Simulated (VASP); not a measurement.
# YCuBP (P4/mmm) in VASP: further runs

Runs on YCuBP. Level: PBE. Tasks: single point.

Everything below comes from runs of VASP 6.6.1. Logs are shortened: lines on timing, memory, paths and dates and some standing lists are left out, and cuts for length are marked.

**1. The cell of the first run**

Symmetry: P4/mmm, No. 123, tetragonal system. Conventional cell: a = 3.760 Å, b = 3.760 Å, c = 5.193 Å, α = 90.00°, β = 90.00°, γ = 90.00°. Y (site symmetry 4/mmm) has 2 Cu at 2.60 Å and 4 P at 2.66 Å within 3.4 Å. Within 3.4 Å of Cu (site symmetry 4/mmm) lie 2 Y at 2.60 Å and 4 B at 2.66 Å. Within 3.4 Å of B (site symmetry 4/mmm) lie 2 P at 2.60 Å and 4 Cu at 2.66 Å. Within 3.4 Å of P (site symmetry 4/mmm) lie 2 B at 2.60 Å and 4 Y at 2.66 Å.

The cell was generated, and may not be a known phase.

**2. Single point, PBE**

Input file INCAR:

```
PREC = Accurate ; ENCUT = 520
EDIFF = 1E-6 ; ISMEAR = 0
SIGMA = 0.1 ; LREAL = False
LASPH = True ; NELM = 80
ALGO = Fast ; ISIF = 2
LWAVE = False ; LCHARG = False
GGA = PE ; NBANDS = 23
```

Input file KPOINTS:

```
Automatic mesh
0
Gamma
  4 4 4
```

Input file POSCAR:

```
YCuBP
1.0
    3.7604823007      0.0000000000      0.0000000000
    0.0000000000      3.7604823007      0.0000000000
    0.0000000000      0.0000000000      5.1933210269
Y Cu B P
1 1 1 1
Direct
    0.0000000000      0.0000000000      0.5000000000
    0.0000000000      0.0000000000      0.0000000000
    0.5000000000      0.5000000000      0.0000000000
    0.5000000000      0.5000000000      0.5000000000
```

Potentials or basis: VASP PAW PBE potentials, release 64 (Y_sv, Cu, B, P).

On the command line:

```console
$ cat potpaw_PBE.64/Y_sv/POTCAR potpaw_PBE.64/Cu/POTCAR potpaw_PBE.64/B/POTCAR potpaw_PBE.64/P/POTCAR > POTCAR
$ mpirun -np 1 vasp_std > vasp.out
```

OUTCAR:

```text
PREC = Accurate
   ENCUT = 520
   EDIFF = 1E-6
   ISMEAR = 0
   LREAL = False
   LASPH = True
   NELM = 80
   ISIF = 2
   GGA = PE

 ion  position               nearest neighbor table
   1  0.000  0.000  0.500-   2 2.60   2 2.60   4 2.66   4 2.66   4 2.66   4 2.66
   2  0.000  0.000  0.000-   1 2.60   1 2.60
   3  0.500  0.500  0.000-
   4  0.500  0.500  0.500-   1 2.66   1 2.66   1 2.66   1 2.66

  LATTYP: Found a simple tetragonal cell.
 ALAT       =     3.7604823007
 C/A-ratio  =     1.3810252546

  Lattice vectors:

 A1 = (   3.7604823007,   0.0000000000,   0.0000000000)
 A2 = (   0.0000000000,   3.7604823007,   0.0000000000)
 A3 = (   0.0000000000,   0.0000000000,   5.1933210269)

Analysis of symmetry for initial positions (statically):
=====================================================================
 Subroutine PRICEL returns:
 Original cell was already a primitive cell.

 Routine SETGRP: Setting up the symmetry group for a
 simple tetragonal supercell.

 Subroutine GETGRP returns: Found 16 space group operations
 (whereof 16 operations were pure point group operations)
 out of a pool of 16 trial point group operations.

The static configuration has the point symmetry D_4h.

Analysis of symmetry for dynamics (positions and initial velocities):
=====================================================================
 Subroutine PRICEL returns:
 Original cell was already a primitive cell.

 Routine SETGRP: Setting up the symmetry group for a
 simple tetragonal supercell.

 Subroutine GETGRP returns: Found 16 space group operations
 (whereof 16 operations were pure point group operations)
 out of a pool of 16 trial point group operations.

The dynamic configuration has the point symmetry D_4h.

 Subroutine INISYM returns: Found 16 space group operations
 (whereof 16 operations are pure point group operations),
 and found     1 'primitive' translations

----------------------------------------------------------------------------------------

                                     Primitive cell

  volume of cell :      73.4399

  direct lattice vectors                    reciprocal lattice vectors
     3.760482301  0.000000000  0.000000000     0.265923336  0.000000000  0.000000000
     0.000000000  3.760482301  0.000000000     0.000000000  0.265923336  0.000000000
     0.000000000  0.000000000  5.193321027     0.000000000  0.000000000  0.192555013

  length of vectors
     3.760482301  3.760482301  5.193321027     0.265923336  0.265923336  0.192555013

  position of ions in fractional coordinates (direct lattice)
     0.000000000  0.000000000  0.500000000
     0.000000000  0.000000000  0.000000000
     0.500000000  0.500000000  0.000000000
     0.500000000  0.500000000  0.500000000

  ion indices of the primitive-cell ions
   primitive index   ion index
                 1           1
                 2           2
                 3           3
                 4           4

----------------------------------------------------------------------------------------

 KPOINTS: Automatic mesh

Automatic generation of k-mesh.
 Grid dimensions read from file:
 generate k-points for:    4    4    4

 Generating k-lattice:

  Cartesian coordinates                     Fractional coordinates (reciprocal lattice)
     0.066480834  0.000000000  0.000000000     0.250000000  0.000000000  0.000000000
     0.000000000  0.066480834  0.000000000     0.000000000  0.250000000  0.000000000
     0.000000000  0.000000000  0.048138753     0.000000000  0.000000000  0.250000000

  Length of vectors
     0.066480834  0.066480834  0.048138753

  Shift w.r.t. Gamma in fractional coordinates (k-lattice)
     0.000000000  0.000000000  0.000000000

 Subroutine IBZKPT returns following result:
 ===========================================

 Found     18 irreducible k-points:

 Following reciprocal coordinates:
            Coordinates               Weight
  0.000000  0.000000  0.000000      1.000000
  0.250000  0.000000  0.000000      4.000000
  0.500000  0.000000  0.000000      2.000000
  0.250000  0.250000  0.000000      4.000000
  0.500000  0.250000  0.000000      4.000000
  0.500000  0.500000  0.000000      1.000000
[... 10 lines left out ...]
  0.500000  0.250000  0.500000      4.000000
  0.500000  0.500000  0.500000      1.000000
   k-points           NKPTS =     18   k-points in BZ     NKDIM =     18   number of bands    NBANDS=     23
   number of dos      NEDOS =    301   number of ions     NIONS =      4
   total plane-waves  NPLWV =  31360
   dimension x,y,z NGX =    28 NGY =   28 NGZ =   40
   dimension x,y,z NGXF=    56 NGYF=   56 NGZF=   80
   ions per type =               1   1   1   1
   NGX,Y,Z   is equivalent  to a cutoff of  12.38, 12.38, 12.80 a.u.
   NGXF,Y,Z  is equivalent  to a cutoff of  24.76, 24.76, 25.61 a.u.
 SYSTEM =  unknown system
   PREC   = accura    normal or accurate (medium, high low for compatibility)
   ISTART =      0    job   : 0-new  1-cont  2-samecut
   ICHARG =      2    charge: 1-file 2-atom 10-const
   ISPIN  =      1    spin polarized calculation?
   LNONCOLLINEAR =      F non collinear calculations
   LSORBIT =      F    spin-orbit coupling
   LASPH  =      T    aspherical Exc in radial PAW
   ENCUT  =  520.0 eV  38.22 Ry    6.18 a.u.   6.99  6.99  9.66*2*pi/ulx,y,z
   NELM   =     80;   NELMIN=  2; NELMDL= -5     # of ELM steps
   EDIFF  = 0.1E-05   stopping-criterion for ELM
   LREAL  =      F    real-space projection
   EDIFFG = 0.1E-04   stopping-criterion for IOM
   NSW    =      0    number of steps for IOM
   IBRION =     -1    ionic relax: 0-MD 1-quasi-New 2-CG
   NFREE  =      0    steps in history (QN), initial steepest desc. (CG)
   ISIF   =      2    stress and relaxation
   ISYM   =      2    0-nonsym 1-usesym 2-fastsym
   POTIM  = 0.5000    time-step for ionic-motion
   TEBEG  =    0.0;   TEEND  =   0.0 temperature during run
   PSTRESS=    0.0 pullay stress
   NELECT =      30.0000    total number of electrons
   NUPDOWN=      -1.0000    fix difference up-down
   EMIN   =  10.00;   EMAX   =-10.00  energy-range for DOS
   EFERMI =   0.00;   METHOD = LEGACY
   ISMEAR =     0;   SIGMA  =   0.10  broadening in eV -4-tet -1-fermi 0-gaus
   EFERMI_NEDOS =   21; number of points for ismear=-14 and -15
   IALGO  =     68    algorithm
   IMIX   =      4    mixing-type and parameters
     AMIX     =   0.40;   BMIX     =  1.00
     AMIX_MAG =   1.60;   BMIX_MAG =  1.00
  volume/ion in A,a.u.               =      18.36       123.90
  Fermi-wavevector in a.u.,A,eV,Ry     =   1.214706  2.295461 20.075540  1.475511
  Thomas-Fermi vector in A             =   2.350117
   LORBIT       =      0    0 simple, 1 ext, 2 COOP (PROOUT), +10 PAW based schemes
   GGA     = PE    functional components
   LHFCALC =     F    Hartree Fock is set to
   AEXX    =    0.0000 exact exchange contribution
   IVDW    =     0    specifies the selected vdW correction
   LEPSILON=     F    determine dielectric tensor
   LRPA    =     F    only Hartree local field effects (RPA)
 non-spin polarized calculation
 RMM-DIIS sequential band-by-band and
 Gauss-broadening in eV      SIGMA  =   0.10
  energy-cutoff  :      520.00
  volume of cell :       73.44
 maximum number of plane-waves:      1996
 NGX is ok and might be reduce to    28
   NGX = 13   NGY = 13   NGZ = 19

 number of electron      30.0000006 magnetization

 Free energy of the ion-electron system (eV)
  ---------------------------------------------------
  ext. energy  EPLUGINS =         0.00000000
  ---------------------------------------------------
  free energy    TOTEN  =       -20.00155779 eV

  energy without entropy =      -19.98696567  energy(sigma->0) =      -19.99426173

 E-fermi :   4.1907     XC(G=0): -10.2790

 val. band max:        4.1471904232   @ k =   0.2500   0.2500   0.2500
 cond. band min:       4.2030598148   @ k =   0.2500   0.0000   0.5000
 fundamental gap:      0.0558693916
 Fermi energy:         4.1906797412

 k-point     1 :       0.0000    0.0000    0.0000
  band No.  band energies     occupation
      1     -37.7470      2.00000
      2     -18.0515      2.00000
      3     -17.6875      2.00000
      4     -17.6875      2.00000
      5      -6.5340      2.00000
      6      -1.8518      2.00000
[... 15 lines left out ...]
     22       9.4372      0.00000
     23       9.9700      0.00000

 k-point     2 :       0.2500    0.0000    0.0000
  band No.  band energies     occupation
      1     -37.7395      2.00000
      2     -18.0392      2.00000
      3     -17.8413      2.00000
      4     -17.6694      2.00000
      5      -5.9422      2.00000
      6      -1.3130      2.00000
[... 15 lines left out ...]
     22       9.8323      0.00000
     23      10.9182      0.00000

 k-point     3 :       0.5000    0.0000    0.0000
  band No.  band energies     occupation
      1     -37.7320      2.00000
      2     -18.0269      2.00000
      3     -17.9885      2.00000
      4     -17.6512      2.00000
      5      -5.1678      2.00000
      6      -0.8048      2.00000
[... 15 lines left out ...]
     22       9.1229      0.00000
     23      11.3841      0.00000

 k-point     4 :       0.2500    0.2500    0.0000
  band No.  band energies     occupation
      1     -37.7323      2.00000
      2     -18.0276      2.00000
      3     -17.8245      2.00000
      4     -17.7964      2.00000
      5      -5.6852      2.00000
      6      -0.9603      2.00000
[... 15 lines left out ...]
     22       8.7940      0.00000
     23      11.2199      0.00000

 k-point     5 :       0.5000    0.2500    0.0000
  band No.  band energies     occupation
      1     -37.7250      2.00000
      2     -18.0160      2.00000
      3     -17.9463      2.00000
      4     -17.7793      2.00000
      5      -5.4437      2.00000
      6      -0.2397      2.00000
[... 278 lines left out ...]
 k-point    16 :       0.2500    0.2500    0.5000
  band No.  band energies     occupation
      1     -37.7310      2.00000
      2     -18.0614      2.00000
      3     -17.8246      2.00000
      4     -17.7968      2.00000
      5      -5.4162      2.00000
      6      -2.4492      2.00000
[... 15 lines left out ...]
     22       9.0044      0.00000
     23       9.3970      0.00000

 k-point    17 :       0.5000    0.2500    0.5000
  band No.  band energies     occupation
      1     -37.7238      2.00000
      2     -18.0491      2.00000
      3     -17.9463      2.00000
      4     -17.7797      2.00000
      5      -5.2267      2.00000
      6      -1.9444      2.00000
[... 15 lines left out ...]
     22       9.3660      0.00000
     23      10.7304      0.00000

 k-point    18 :       0.5000    0.5000    0.5000
  band No.  band energies     occupation
      1     -37.7168      2.00000
      2     -18.0376      2.00000
      3     -17.9036      2.00000
      4     -17.9036      2.00000
      5      -5.5418      2.00000
      6      -1.5705      2.00000
[... 15 lines left out ...]
     22       8.9245      0.00000
     23       9.8735      0.00000

------------------------ aborting loop because EDIFF is reached ----------------------------------------

  FORCE on cell =-STRESS in cart. coord.  units (eV):
  Direction    XX          YY          ZZ          XY          YZ          ZX
  --------------------------------------------------------------------------------------
  -------------------------------------------------------------------------------------
  Total       -0.0185586     -0.0185586      0.1746651      0.0000000     -0.0000000      0.0000000
  in kB       -0.4048773     -0.4048773      3.8105225      0.0000000     -0.0000000      0.0000000
  external PRESSURE =       1.0002559 kB  Pullay stress =       0.0000000 kB

 VOLUME and BASIS-vectors are now :
 -----------------------------------------------------------------------------
  energy-cutoff  :      520.00
  volume of cell :       73.44
      direct lattice vectors                 reciprocal lattice vectors
     3.760482301  0.000000000  0.000000000     0.265923336  0.000000000  0.000000000
     0.000000000  3.760482301  0.000000000     0.000000000  0.265923336  0.000000000
     0.000000000  0.000000000  5.193321027     0.000000000  0.000000000  0.192555013

 POSITION                                       TOTAL-FORCE (eV/Angst)
 -----------------------------------------------------------------------------------
      0.00000      0.00000      2.59666         0.000000      0.000000      0.000000
      0.00000      0.00000      0.00000         0.000000      0.000000      0.000000
      1.88024      1.88024      0.00000         0.000000      0.000000      0.000000
      1.88024      1.88024      2.59666         0.000000      0.000000      0.000000
 -----------------------------------------------------------------------------------
    total drift:                                0.000000      0.000000      0.000000

  FREE ENERGIE OF THE ION-ELECTRON SYSTEM (eV)
  ---------------------------------------------------
  free  energy   TOTEN  =       -20.0015577879 eV

  energy  without entropy=      -19.9869656737  energy(sigma->0) =      -19.99426173
```

Run time: 65 s. Hardware: 1 thread of Oxide Virtual Turin-like, shared host; peak memory 0.18 GiB.

Results:

```yaml
Free_energy: -20.0016 eV
Pressure: 0.1 GPa
Band_gap_on_the_k_mesh: zero (bands 15 and 16 overlap by 1.31 eV)
```

Levels at points of the mesh, in eV from the Fermi level:
| k point | band 11 | band 12 | band 13 | band 14 | band 15 | band 16 | band 17 | band 18 | band 19 | band 20 |
| --- | --- | --- | --- | --- | --- | --- | --- | --- | --- | --- |
| (0.00, 0.00, 0.00) | -2.65 | -2.41 | -0.49 | -0.49 | -0.06 | 1.48 | 2.18 | 2.18 | 2.75 | 3.42 |
| (0.50, 0.00, 0.00) | -2.84 | -2.64 | -2.11 | -2.04 | -2.02 | 2.94 | 3.14 | 3.99 | 4.05 | 4.44 |
| (0.50, 0.50, 0.00) | -2.68 | -2.58 | -2.23 | -1.34 | -0.82 | 0.33 | 0.33 | 1.58 | 1.58 | 4.60 |
| (0.00, 0.00, 0.50) | -2.41 | -0.51 | -0.10 | 0.09 | 0.09 | 0.52 | 0.52 | 0.75 | 2.74 | 3.11 |
| (0.50, 0.00, 0.50) | -2.76 | -2.72 | -2.25 | -2.01 | 0.79 | 0.89 | 2.11 | 2.67 | 3.02 | 3.70 |
| (0.50, 0.50, 0.50) | -2.14 | -2.14 | -1.88 | -1.49 | -1.49 | 0.50 | 1.33 | 1.99 | 2.25 | 3.41 |

Caveat: the k points lie up to 0.42 Å⁻¹ apart, too coarse for converged energies and pressures of a metal.

[end of part 1 of 2]

The gap in the log of VASP goes by the Fermi energy; the results here count the filled bands.